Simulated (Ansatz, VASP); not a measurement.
## Sc in VASP and in Ansatz

```
CELL_PARAMETERS angstrom
0.00000 3.28613 3.28613
3.28613 0.00000 3.28613
3.28613 3.28613 0.00000
ATOMIC_POSITIONS crystal
Sc 0.12500 0.12500 0.12500
Sc 0.87500 0.87500 0.87500
```

Alike in both runs: functional PBE; k mesh 9 × 9 × 9; occupations fermi-dirac, width 0.1 eV; no spin polarisation.

Ansatz relaxed the structure, and its values are those at the end. VASP's run is a single point on that final structure, the one shown.

```csv
,VASP,Ansatz
version,VASP 6.6.1,Ansatz 0.2.0
potentials or method,"VASP PAW PBE potentials, release 64 (Sc_sv), cutoff 520 eV","plane waves (420 eV) with PAW, scalar-relativistic"
valence electrons in the cell,22,22
```

|  | VASP | Ansatz | Ansatz less VASP |
| --- | --- | --- | --- |
| pressure (GPa) | 0.0 | 0.0 | 0.00 |
